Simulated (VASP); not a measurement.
# Ir (I4/mmm) in VASP: a series of runs

The runs below take Ir through single point, with PBEsol.

All numbers are computed with VASP 6.6.1; they aren't measurements. Logs are shortened: lines on timing, memory, paths and dates and some standing lists are left out, and cuts for length are marked.

### Step 1. The cell of the first run

The structure is tetragonal, space group I4/mmm (No. 139). Conventional cell: a = 2.756 Å, b = 2.756 Å, c = 3.839 Å, α = 90.00°, β = 90.00°, γ = 90.00°. Within 3.6 Å of Ir (site symmetry 4/mmm) lie 12 Ir at 2.74 to 2.76 Å.

### Step 2. Single point, PBEsol (strain +0.015 along x and y, +0.000 along z)

INCAR reads:

```
PREC = Accurate
ENCUT = 520
EDIFF = 1E-7
ISMEAR = 0
SIGMA = 0.15
LREAL = False
LASPH = True
NELM = 60
ALGO = Fast
ISIF = 2
LWAVE = False
LCHARG = True
GGA = PS
LELF = True
LVHAR = True
NBANDS = 10
```

KPOINTS reads:

```
regular mesh
0
Gamma
  22 22 22
```

POSCAR reads:

```
Ir
1.0
    0.0000000000      1.9484955000      1.9197000000
    1.9484955000      0.0000000000      1.9197000000
    1.9484955000      1.9484955000      0.0000000000
Ir
1
Direct
    0.0000000000      0.0000000000      0.0000000000
```

Potentials or basis: VASP PAW PBE potentials, release 64 (Ir).

The run is started by

```
$ cat potpaw_PBE.64/Ir/POTCAR > POTCAR
$ mpirun -np 1 vasp_std > vasp.out
```

OUTCAR:

```text
PREC = Accurate
   ENCUT = 520
   EDIFF = 1E-7
   ISMEAR = 0
   LREAL = False
   LASPH = True
   NELM = 60
   ISIF = 2
   GGA = PS

 ion  position               nearest neighbor table
   1  0.000  0.000  0.000-

  LATTYP: Found a body centered tetragonal cell.
 ALAT       =     2.7555887623
 C/A-ratio  =     1.3933138546

  Lattice vectors:

 A1 = (   0.0000000000,  -1.9484955000,  -1.9197000000)
 A2 = (   0.0000000000,   1.9484955000,  -1.9197000000)
 A3 = (   1.9484955000,   0.0000000000,   1.9197000000)

Analysis of symmetry for initial positions (statically):
=====================================================================
 Subroutine PRICEL returns:
 Original cell was already a primitive cell.

 Routine SETGRP: Setting up the symmetry group for a
 body centered tetragonal supercell.

 Subroutine GETGRP returns: Found 16 space group operations
 (whereof 16 operations were pure point group operations)
 out of a pool of 16 trial point group operations.

The static configuration has the point symmetry D_4h.

Analysis of symmetry for dynamics (positions and initial velocities):
=====================================================================
 Subroutine PRICEL returns:
 Original cell was already a primitive cell.

 Routine SETGRP: Setting up the symmetry group for a
 body centered tetragonal supercell.

 Subroutine GETGRP returns: Found 16 space group operations
 (whereof 16 operations were pure point group operations)
 out of a pool of 16 trial point group operations.

The dynamic configuration has the point symmetry D_4h.

 Subroutine INISYM returns: Found 16 space group operations
 (whereof 16 operations are pure point group operations),
 and found     1 'primitive' translations

----------------------------------------------------------------------------------------

                                     Primitive cell

  volume of cell :      14.5768

  direct lattice vectors                    reciprocal lattice vectors
     0.000000000  1.948495500  1.919700000    -0.256608240  0.256608240  0.260457363
     1.948495500  0.000000000  1.919700000     0.256608240 -0.256608240  0.260457363
     1.948495500  1.948495500  0.000000000     0.256608240  0.256608240 -0.260457363

  length of vectors
     2.735303055  2.735303055  2.755588762     0.446691857  0.446691857  0.446691857

  position of ions in fractional coordinates (direct lattice)
     0.000000000  0.000000000  0.000000000
[... 81 lines left out ...]
   NFREE  =      0    steps in history (QN), initial steepest desc. (CG)
   ISIF   =      2    stress and relaxation
   ISYM   =      2    0-nonsym 1-usesym 2-fastsym
   POTIM  = 0.5000    time-step for ionic-motion
   TEBEG  =    0.0;   TEEND  =   0.0 temperature during run
   PSTRESS=    0.0 pullay stress
   NELECT =       9.0000    total number of electrons
   NUPDOWN=      -1.0000    fix difference up-down
   EMIN   =  10.00;   EMAX   =-10.00  energy-range for DOS
   EFERMI =   0.00;   METHOD = LEGACY
   ISMEAR =     0;   SIGMA  =   0.15  broadening in eV -4-tet -1-fermi 0-gaus
   EFERMI_NEDOS =   21; number of points for ismear=-14 and -15
   IALGO  =     68    algorithm
   IMIX   =      4    mixing-type and parameters
     AMIX     =   0.40;   BMIX     =  1.00
     AMIX_MAG =   1.60;   BMIX_MAG =  1.00
  volume/ion in A,a.u.               =      14.58        98.37
  Fermi-wavevector in a.u.,A,eV,Ry     =   1.394018  2.634311 26.440001  1.943285
  Thomas-Fermi vector in A             =   2.517608
   LORBIT       =      0    0 simple, 1 ext, 2 COOP (PROOUT), +10 PAW based schemes
   GGA     = PS    functional components
   LHFCALC =     F    Hartree Fock is set to
   AEXX    =    0.0000 exact exchange contribution
   IVDW    =     0    specifies the selected vdW correction
   LEPSILON=     F    determine dielectric tensor
   LRPA    =     F    only Hartree local field effects (RPA)
 non-spin polarized calculation
 RMM-DIIS sequential band-by-band and
 Gauss-broadening in eV      SIGMA  =   0.15
  energy-cutoff  :      520.00
  volume of cell :       14.58
 maximum number of plane-waves:       403
   NGX = 11   NGY = 11   NGZ = 11

 number of electron       9.0000000 magnetization

 Free energy of the ion-electron system (eV)
  ---------------------------------------------------
  ext. energy  EPLUGINS =         0.00000000
  ---------------------------------------------------
  free energy    TOTEN  =        -9.80066343 eV

  energy without entropy =       -9.78786747  energy(sigma->0) =       -9.79426545

 E-fermi :   9.7034     XC(G=0): -13.9267

 val. band max:        9.7029041962   @ k =   0.3636   0.0000   0.1818
 cond. band min:       9.7035522923   @ k =   0.5000   0.1364   0.3636
 fundamental gap:      0.0006480961
 Fermi energy:         9.7034369999

 k-point     1 :       0.0000    0.0000    0.0000
  band No.  band energies     occupation
      1      -1.1359      2.00000
      2       5.9435      2.00000
      3       5.9435      2.00000
      4       6.1288      2.00000
      5       8.4685      2.00000
      6       8.7133      2.00000
      7      24.1114      0.00000
      8      29.3511      0.00000
      9      29.3511      0.00000
     10      29.8087      0.00000
[... 287 lines left out ...]
 k-point    24 :      -0.4545    0.0455    0.0000
  band No.  band energies     occupation
      1       1.9807      2.00000
      2       5.8861      2.00000
      3       5.9571      2.00000
      4       8.4805      2.00000
      5      10.5055      0.00000
      6      10.9567      0.00000
      7      16.8476      0.00000
      8      23.8287      0.00000
      9      29.1060      0.00000
     10      29.2894      0.00000

 [... further k-points ...]

------------------------ aborting loop because EDIFF is reached ----------------------------------------

  FORCE on cell =-STRESS in cart. coord.  units (eV):
  Direction    XX          YY          ZZ          XY          YZ          ZX
  --------------------------------------------------------------------------------------
  -------------------------------------------------------------------------------------
  Total       -1.2540904     -1.2540904     -0.7967645      0.0000000      0.0000000      0.0000000
  in kB     -137.8406294   -137.8406294    -87.5746452      0.0000000      0.0000000      0.0000000
  external PRESSURE =    -121.0853013 kB  Pullay stress =       0.0000000 kB

 VOLUME and BASIS-vectors are now :
 -----------------------------------------------------------------------------
  energy-cutoff  :      520.00
  volume of cell :       14.58
      direct lattice vectors                 reciprocal lattice vectors
     0.000000000  1.948495500  1.919700000    -0.256608240  0.256608240  0.260457363
     1.948495500  0.000000000  1.919700000     0.256608240 -0.256608240  0.260457363
     1.948495500  1.948495500  0.000000000     0.256608240  0.256608240 -0.260457363

 POSITION                                       TOTAL-FORCE (eV/Angst)
 -----------------------------------------------------------------------------------
      0.00000      0.00000      0.00000        -0.000000      0.000000      0.000000
 -----------------------------------------------------------------------------------
    total drift:                                0.000000      0.000000      0.000000

  FREE ENERGIE OF THE ION-ELECTRON SYSTEM (eV)
  ---------------------------------------------------
  free  energy   TOTEN  =        -9.8006634299 eV

  energy  without entropy=       -9.7878674679  energy(sigma->0) =       -9.79426545
```

Run time: 56 s. Hardware: 1 thread of Intel Xeon 6975P-C (Granite Rapids), shared host; peak memory 0.24 GiB.

What came out:

* Free energy: -9.8007 eV
* Pressure: -12.1 GPa

Stress tensor (GPa, compression positive):
```
-13.78   0.00   0.00
  0.00 -13.78   0.00
  0.00   0.00  -8.76
```

Caveat: the cell differs from its parent crystal (strain +0.015 along x and y, +0.000 along z); the PAW data sets were made with another functional, which shifts forces and pressure a little; spin-orbit coupling is left out, which moves the levels of the heavy elements.

### Step 3. Single point, PBEsol (strain +0.030 along x and y, -0.015 along z)

INCAR reads:

```
ALGO = Fast
EDIFF = 1E-7
ENCUT = 520
GGA = PS
ISIF = 2
ISMEAR = 0
LASPH = True
LCHARG = False
LREAL = False
LWAVE = False
NBANDS = 10
NELM = 60
PREC = Accurate
SIGMA = 0.15
```

KPOINTS reads:

```
k-points
0
Gamma
  22 22 22
```

POSCAR reads:

```
Ir
1.0
    0.0000000000      1.9772910000      1.8909045000
    1.9772910000      0.0000000000      1.8909045000
    1.9772910000      1.9772910000      0.0000000000
Ir
1
Direct
    0.0000000000      0.0000000000      0.0000000000
```

Potentials or basis: VASP PAW PBE potentials, release 64 (Ir).

The run is started by

```
$ cat potpaw_PBE.64/Ir/POTCAR > POTCAR
$ mpirun -np 1 vasp_std > vasp.out
```

Wall time 61 s (1 thread of Intel Xeon 6975P-C (Granite Rapids), shared host); peak memory 0.25 GiB.

The run converged. Its results:

```
Free energy : -9.7644 eV
Pressure    : -16.2 GPa
```

Stress tensor (GPa, compression positive):
```
-20.98   0.00   0.00
  0.00 -20.98   0.00
  0.00   0.00  -6.64
```

Levels at points of the mesh, in eV from the Fermi level:
```
           k point  band 2  band 3  band 4  band 5  band 6  band 7
(0.00, 0.00, 0.00)   -3.78   -3.78   -3.25   -1.45   -0.75   14.47
(0.50, 0.00, 0.00)   -3.99   -3.39   -0.66    0.70    1.02    6.84
(0.50, 0.50, 0.00)   -6.89    0.81    1.42    1.42    2.32   10.69
(0.50, 0.00, 0.50)   -6.83    0.83    1.11    1.39    1.62    9.53
```

Caveat: the cell differs from its parent crystal (strain +0.030 along x and y, -0.015 along z); the PAW data sets were made with another functional, which shifts forces and pressure a little; spin-orbit coupling is left out, which moves the levels of the heavy elements.

### Step 4. Single point, PBEsol (strain +0.030 along x and y, +0.000 along z)

INCAR reads:

```
ALGO     = Normal         # electronic algorithm
EDIFF    = 1E-7           # SCF threshold, eV
ENCUT    = 520            # plane-wave cutoff, eV
GGA      = PS             # functional
ISIF     = 2              # what is computed and relaxed
ISMEAR   = 0              # smearing method
LASPH    = T              # aspherical terms in the spheres
LCHARG   = F              # write CHGCAR
LREAL    = F              # projectors in reciprocal space
LWAVE    = F              # write WAVECAR
NBANDS   = 10             # bands
NELM     = 100            # most SCF steps
PREC     = Accurate       # precision mode
SIGMA    = 0.15           # smearing width, eV
```

KPOINTS is that of step 3.

POSCAR reads:

```
Ir
1.0
    0.0000000000      1.9772910000      1.9197000000
    1.9772910000      0.0000000000      1.9197000000
    1.9772910000      1.9772910000      0.0000000000
Ir
1
Direct
    0.0000000000      0.0000000000      0.0000000000
```

The run is started by

```
$ cat potpaw_PBE.64/Ir/POTCAR > POTCAR
$ mpirun -np 1 vasp_std > vasp.out
```

Run time: 40 s. Hardware: 1 thread of Intel Xeon 6975P-C (Granite Rapids), shared host; peak memory 0.24 GiB.

The run converged. Its results:

```
Free energy : -9.7495 eV
Pressure    : -20.8 GPa
```

Stress tensor (GPa, compression positive):
```
-23.83   0.00   0.00
  0.00 -23.83   0.00
  0.00   0.00 -14.69
```

Levels at points of the mesh, in eV from the Fermi level:
| k point | band 2 | band 3 | band 4 | band 5 | band 6 | band 7 |
| --- | --- | --- | --- | --- | --- | --- |
| (0.00, 0.00, 0.00) | -3.64 | -3.64 | -3.29 | -1.30 | -0.84 | 14.47 |
| (0.50, 0.00, 0.00) | -3.80 | -3.42 | -0.62 | 0.73 | 0.93 | 6.68 |
| (0.50, 0.50, 0.00) | -6.73 | 0.79 | 1.37 | 1.37 | 2.10 | 10.22 |
| (0.50, 0.00, 0.50) | -6.69 | 0.81 | 1.17 | 1.50 | 1.50 | 9.45 |

Caveat: the cell differs from its parent crystal (strain +0.030 along x and y, +0.000 along z); the PAW data sets were made with another functional, which shifts forces and pressure a little; spin-orbit coupling is left out, which moves the levels of the heavy elements.

### Step 5. Summary

| cell | gap on the mesh (eV) | pressure (GPa) |
| --- | --- | --- |
| a = 2.735, b = 2.735, c = 2.756 Å, angles 59.8, 59.8, 60.5°, 1 atom | none | -12.1 |
| a = 2.736, b = 2.736, c = 2.796 Å, angles 59.3, 59.3, 61.5°, 1 atom | none | -16.2 |
| a = 2.756, b = 2.756, c = 2.796 Å, angles 59.5, 59.5, 61.0°, 1 atom | none | -20.8 |

Alike in all rows: task single point; level PBEsol; potentials or basis VASP PAW PBE potentials, release 64 (Ir); no spin polarisation; k mesh 22 × 22 × 22; cutoff (eV) 520; smearing gaussian 0.15 eV.

Caveats: the PAW data sets were made with another functional, which shifts forces and pressure a little; spin-orbit coupling is left out, which moves the levels of the heavy elements.

Absolute energies hang on the potentials; compare differences alone.
